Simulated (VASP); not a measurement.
# PdAuC4N4 (P-43m) in VASP: single point with PBE

Aim: the single point of PdAuC4N4 with PBE.

Program: VASP 6.6.1. These are calculated values, not measurements. Logs are shortened: lines on timing, memory, paths and dates and some standing lists are left out, and cuts for length are marked.

### Step 1. The cell of the first run

It takes space group P-43m (No. 215, cubic). Conventional cell: a = 5.909 Å, b = 5.909 Å, c = 5.909 Å, α = 90.00°, β = 90.00°, γ = 90.00°. Within 2.7 Å of Pd (site symmetry -43m) lie 4 N at 2.03 Å. C (site symmetry 3m) has 1 N at 1.17 Å within 1.6 Å. Au (site symmetry -43m) has 4 C at 1.92 Å within 2.5 Å. N (site symmetry 3m) has 1 C at 1.17 Å within 1.6 Å.

### Step 2. Single point, PBE

Input file INCAR:

```
PREC     = Accurate       # precision mode
ENCUT    = 700            # plane-wave cutoff, eV
EDIFF    = 1E-6           # SCF threshold, eV
ISMEAR   = 0              # smearing method
SIGMA    = 0.1            # smearing width, eV
LREAL    = F              # projectors in reciprocal space
LASPH    = T              # aspherical terms in the spheres
NELM     = 120            # most SCF steps
ALGO     = Normal         # electronic algorithm
ISIF     = 2              # what is computed and relaxed
LWAVE    = F              # write WAVECAR
LCHARG   = F              # write CHGCAR
GGA      = PE             # functional
NBANDS   = 48             # bands
GGA_COMPAT= F
```

Input file KPOINTS:

```
regular mesh
0
Gamma
  4 4 4
```

Input file POSCAR:

```
PdAuC4N4
1.0
    5.9086026500      0.0000000000      0.0000000000
    0.0000000000      5.9086026500      0.0000000000
    0.0000000000      0.0000000000      5.9086026500
Pd C Au N
1 4 1 4
Direct
    0.5000000000      0.5000000000      0.5000000000
    0.1873167900      0.1873167900      0.1873167900
    0.1873167900      0.8126832100      0.8126832100
    0.8126832100      0.1873167900      0.8126832100
    0.8126832100      0.8126832100      0.1873167900
    0.0000000000      0.0000000000      0.0000000000
    0.3016415900      0.3016415900      0.3016415900
    0.3016415900      0.6983584100      0.6983584100
    0.6983584100      0.3016415900      0.6983584100
    0.6983584100      0.6983584100      0.3016415900
```

Potentials or basis: VASP PAW PBE potentials, release 64 (Pd_sv_GW, C, Au_sv_GW, N).

Run with:

```bash
$ cat potpaw_PBE.64/Pd_sv_GW/POTCAR potpaw_PBE.64/C/POTCAR potpaw_PBE.64/Au_sv_GW/POTCAR potpaw_PBE.64/N/POTCAR > POTCAR
$ mpirun -np 1 vasp_std > vasp.out
```

OUTCAR:

```text
PREC = Accurate
   ENCUT = 700
   EDIFF = 1E-6
   ISMEAR = 0
   LREAL = F
   LASPH = T
   NELM = 120
   ISIF = 2
   GGA = PE

 ion  position               nearest neighbor table
   1  0.500  0.500  0.500-   7 2.03   8 2.03   9 2.03  10 2.03
   2  0.187  0.187  0.187-   7 1.17   6 1.92
   3  0.187  0.813  0.813-   8 1.17   6 1.92
   4  0.813  0.187  0.813-   9 1.17   6 1.92
   5  0.813  0.813  0.187-  10 1.17   6 1.92
   6  0.000  0.000  0.000-   2 1.92   3 1.92   4 1.92   5 1.92
   7  0.302  0.302  0.302-   2 1.17   1 2.03
   8  0.302  0.698  0.698-   3 1.17   1 2.03
   9  0.698  0.302  0.698-   4 1.17   1 2.03
  10  0.698  0.698  0.302-   5 1.17   1 2.03

  LATTYP: Found a simple cubic cell.
 ALAT       =     5.9086026500

  Lattice vectors:

 A1 = (   5.9086026500,   0.0000000000,   0.0000000000)
 A2 = (   0.0000000000,   5.9086026500,   0.0000000000)
 A3 = (   0.0000000000,   0.0000000000,   5.9086026500)

Analysis of symmetry for initial positions (statically):
=====================================================================
 Subroutine PRICEL returns:
 Original cell was already a primitive cell.

 Routine SETGRP: Setting up the symmetry group for a
 simple cubic supercell.

 Subroutine GETGRP returns: Found 24 space group operations
 (whereof 24 operations were pure point group operations)
 out of a pool of 48 trial point group operations.

The static configuration has the point symmetry T_d .

Analysis of symmetry for dynamics (positions and initial velocities):
=====================================================================
 Subroutine PRICEL returns:
 Original cell was already a primitive cell.

 Routine SETGRP: Setting up the symmetry group for a
 simple cubic supercell.

 Subroutine GETGRP returns: Found 24 space group operations
 (whereof 24 operations were pure point group operations)
 out of a pool of 48 trial point group operations.

The dynamic configuration has the point symmetry T_d .

 Subroutine INISYM returns: Found 24 space group operations
 (whereof 24 operations are pure point group operations),
 and found     1 'primitive' translations

----------------------------------------------------------------------------------------

                                     Primitive cell

  volume of cell :     206.2787

  direct lattice vectors                    reciprocal lattice vectors
     5.908602650  0.000000000  0.000000000     0.169244754  0.000000000  0.000000000
     0.000000000  5.908602650  0.000000000     0.000000000  0.169244754  0.000000000
     0.000000000  0.000000000  5.908602650     0.000000000  0.000000000  0.169244754

  length of vectors
     5.908602650  5.908602650  5.908602650     0.169244754  0.169244754  0.169244754

  position of ions in fractional coordinates (direct lattice)
     0.500000000  0.500000000  0.500000000
     0.187316790  0.187316790  0.187316790
     0.187316790  0.812683210  0.812683210
     0.812683210  0.187316790  0.812683210
     0.812683210  0.812683210  0.187316790
     0.000000000  0.000000000  0.000000000
     0.301641590  0.301641590  0.301641590
     0.301641590  0.698358410  0.698358410
     0.698358410  0.301641590  0.698358410
     0.698358410  0.698358410  0.301641590

  ion indices of the primitive-cell ions
   primitive index   ion index
                 1           1
                 2           2
                 3           3
                 4           4
                 5           5
                 6           6
                 7           7
                 8           8
                 9           9
                10          10

----------------------------------------------------------------------------------------

 KPOINTS: regular mesh

Automatic generation of k-mesh.
 Grid dimensions read from file:
 generate k-points for:    4    4    4

 Generating k-lattice:

  Cartesian coordinates                     Fractional coordinates (reciprocal lattice)
     0.042311188  0.000000000  0.000000000     0.250000000  0.000000000  0.000000000
     0.000000000  0.042311188  0.000000000     0.000000000  0.250000000  0.000000000
     0.000000000  0.000000000  0.042311188     0.000000000  0.000000000  0.250000000

  Length of vectors
     0.042311188  0.042311188  0.042311188

  Shift w.r.t. Gamma in fractional coordinates (k-lattice)
     0.000000000  0.000000000  0.000000000

 Subroutine IBZKPT returns following result:
 ===========================================

 Found     10 irreducible k-points:

 Following reciprocal coordinates:
            Coordinates               Weight
  0.000000  0.000000  0.000000      1.000000
  0.250000  0.000000  0.000000      6.000000
  0.500000  0.000000  0.000000      3.000000
  0.250000  0.250000  0.000000     12.000000
  0.500000  0.250000  0.000000     12.000000
  0.500000  0.500000  0.000000      3.000000
  0.250000  0.250000  0.250000      8.000000
  0.500000  0.250000  0.250000     12.000000
  0.500000  0.500000  0.250000      6.000000
  0.500000  0.500000  0.500000      1.000000
   k-points           NKPTS =     10   k-points in BZ     NKDIM =     10   number of bands    NBANDS=     48
   number of dos      NEDOS =    301   number of ions     NIONS =     10
   total plane-waves  NPLWV = 157464
   dimension x,y,z NGX =    54 NGY =   54 NGZ =   54
   dimension x,y,z NGXF=   108 NGYF=  108 NGZF=  108
   ions per type =               1   4   1   4
   NGX,Y,Z   is equivalent  to a cutoff of  15.19, 15.19, 15.19 a.u.
   NGXF,Y,Z  is equivalent  to a cutoff of  30.39, 30.39, 30.39 a.u.
 SYSTEM =  unknown system
   PREC   = accura    normal or accurate (medium, high low for compatibility)
   ISTART =      0    job   : 0-new  1-cont  2-samecut
   ICHARG =      2    charge: 1-file 2-atom 10-const
   ISPIN  =      1    spin polarized calculation?
   LNONCOLLINEAR =      F non collinear calculations
   LSORBIT =      F    spin-orbit coupling
   LASPH  =      T    aspherical Exc in radial PAW
   ENCUT  =  700.0 eV  51.45 Ry    7.17 a.u.  12.75 12.75 12.75*2*pi/ulx,y,z
   NELM   =    120;   NELMIN=  2; NELMDL= -5     # of ELM steps
   EDIFF  = 0.1E-05   stopping-criterion for ELM
   LREAL  =      F    real-space projection
[... 7 lines left out ...]
   TEBEG  =    0.0;   TEEND  =   0.0 temperature during run
   PSTRESS=    0.0 pullay stress
   NELECT =      73.0000    total number of electrons
   NUPDOWN=      -1.0000    fix difference up-down
   EMIN   =  10.00;   EMAX   =-10.00  energy-range for DOS
   EFERMI =   0.00;   METHOD = LEGACY
   ISMEAR =     0;   SIGMA  =   0.10  broadening in eV -4-tet -1-fermi 0-gaus
   EFERMI_NEDOS =   21; number of points for ismear=-14 and -15
   IALGO  =     38    algorithm
   IMIX   =      4    mixing-type and parameters
     AMIX     =   0.40;   BMIX     =  1.00
     AMIX_MAG =   1.60;   BMIX_MAG =  1.00
  volume/ion in A,a.u.               =      20.63       139.20
  Fermi-wavevector in a.u.,A,eV,Ry     =   1.157971  2.188248 18.244008  1.340897
  Thomas-Fermi vector in A             =   2.294577
   LORBIT       =      0    0 simple, 1 ext, 2 COOP (PROOUT), +10 PAW based schemes
   GGA     = PE    functional components
   LHFCALC =     F    Hartree Fock is set to
   AEXX    =    0.0000 exact exchange contribution
   IVDW    =     0    specifies the selected vdW correction
   LEPSILON=     F    determine dielectric tensor
   LRPA    =     F    only Hartree local field effects (RPA)
 non-spin polarized calculation
 Gauss-broadening in eV      SIGMA  =   0.10
  energy-cutoff  :      700.00
  volume of cell :      206.28
 maximum number of plane-waves:      8722
 NGX is ok and might be reduce to    54
   NGX = 25   NGY = 25   NGZ = 25

 number of electron      72.9999998 magnetization

 Free energy of the ion-electron system (eV)
  ---------------------------------------------------
  ext. energy  EPLUGINS =         0.00000000
  ---------------------------------------------------
  free energy    TOTEN  =       -66.92296683 eV

  energy without entropy =      -66.86865915  energy(sigma->0) =      -66.89581299

 E-fermi :  -0.9868     XC(G=0):  -7.4967

 val. band max:       -1.0137974283   @ k =   0.5000   0.2500   0.2500
 cond. band min:      -0.9608336075   @ k =   0.5000   0.5000   0.2500
 fundamental gap:      0.0529638209
 Fermi energy:        -0.9868475686

 k-point     1 :       0.0000    0.0000    0.0000
  band No.  band energies     occupation
      1    -107.9380      2.00000
      2     -85.5021      2.00000
      3     -59.2125      2.00000
      4     -59.2125      2.00000
      5     -59.2125      2.00000
      6     -51.2040      2.00000
[... 40 lines left out ...]
     47       4.7405      0.00000
     48       8.0650      0.00000

 k-point     2 :       0.2500    0.0000    0.0000
  band No.  band energies     occupation
      1    -107.9380      2.00000
      2     -85.5020      2.00000
      3     -59.2125      2.00000
      4     -59.2125      2.00000
      5     -59.2125      2.00000
      6     -51.2040      2.00000
[... 40 lines left out ...]
     47       4.8943      0.00000
     48       7.1940      0.00000

 k-point     3 :       0.5000    0.0000    0.0000
  band No.  band energies     occupation
      1    -107.9380      2.00000
      2     -85.5021      2.00000
      3     -59.2125      2.00000
      4     -59.2125      2.00000
      5     -59.2125      2.00000
      6     -51.2040      2.00000
[... 346 lines left out ...]
     47       6.4027      0.00000
     48       7.0195      0.00000

 k-point    10 :       0.5000    0.5000    0.5000
  band No.  band energies     occupation
      1    -107.9380      2.00000
      2     -85.5020      2.00000
      3     -59.2125      2.00000
      4     -59.2125      2.00000
      5     -59.2125      2.00000
      6     -51.2040      2.00000
[... 40 lines left out ...]
     47       6.6071      0.00000
     48       6.9686      0.00000

------------------------ aborting loop because EDIFF is reached ----------------------------------------

  FORCE on cell =-STRESS in cart. coord.  units (eV):
  Direction    XX          YY          ZZ          XY          YZ          ZX
  --------------------------------------------------------------------------------------
  -------------------------------------------------------------------------------------
  Total        9.5213247      9.5213247      9.5213247      0.0000000      0.0000000     -0.0000000
  in kB       73.9526263     73.9526263     73.9526263      0.0000000      0.0000000     -0.0000000
  external PRESSURE =      73.9526263 kB  Pullay stress =       0.0000000 kB

 VOLUME and BASIS-vectors are now :
 -----------------------------------------------------------------------------
  energy-cutoff  :      700.00
  volume of cell :      206.28
      direct lattice vectors                 reciprocal lattice vectors
     5.908602650  0.000000000  0.000000000     0.169244754  0.000000000  0.000000000
     0.000000000  5.908602650  0.000000000     0.000000000  0.169244754  0.000000000
     0.000000000  0.000000000  5.908602650     0.000000000  0.000000000  0.169244754

 POSITION                                       TOTAL-FORCE (eV/Angst)
 -----------------------------------------------------------------------------------
      2.95430      2.95430      2.95430         0.000000     -0.000000      0.000000
      1.10678      1.10678      1.10678         0.818048      0.818048      0.818048
      1.10678      4.80182      4.80182         0.818048     -0.818048     -0.818048
      4.80182      1.10678      4.80182        -0.818048      0.818048     -0.818048
      4.80182      4.80182      1.10678        -0.818048     -0.818048      0.818048
      0.00000      0.00000      0.00000         0.000000      0.000000      0.000000
      1.78228      1.78228      1.78228         0.634803      0.634803      0.634803
      1.78228      4.12632      4.12632         0.634803     -0.634803     -0.634803
      4.12632      1.78228      4.12632        -0.634803      0.634803     -0.634803
      4.12632      4.12632      1.78228        -0.634803     -0.634803      0.634803
 -----------------------------------------------------------------------------------
    total drift:                               -0.000000     -0.000000      0.000000

  FREE ENERGIE OF THE ION-ELECTRON SYSTEM (eV)
  ---------------------------------------------------
  free  energy   TOTEN  =       -66.9229668339 eV

  energy  without entropy=      -66.8686591506  energy(sigma->0) =      -66.89581299
```

Run time: 6.2 min. Hardware: 1 thread of Intel Xeon Platinum 8375C at 2.90GHz (Ice Lake), shared host; peak memory 0.51 GiB.

Results:

```yaml
Free_energy: -66.9230 eV
Pressure: 7.4 GPa
Largest_force: 1.417 eV/Å
Band_gap_on_the_k_mesh: zero (an odd number of electrons rules out a gap without spin polarisation)
```

Forces on the atoms (eV/Å):
```
Pd   0.000  0.000  0.000
C    0.818  0.818  0.818
C    0.818 -0.818 -0.818
C   -0.818  0.818 -0.818
C   -0.818 -0.818  0.818
Au   0.000  0.000  0.000
N    0.635  0.635  0.635
N    0.635 -0.635 -0.635
N   -0.635  0.635 -0.635
N   -0.635 -0.635  0.635
```

Caveat: the cell stands under pressure; spin-orbit coupling is left out, which moves the levels of the heavy elements; an odd number of electrons without spin polarisation forces a metal; a magnetic or distorted state may lie lower.

The gap in the log of VASP goes by the Fermi energy; the results here count the filled bands.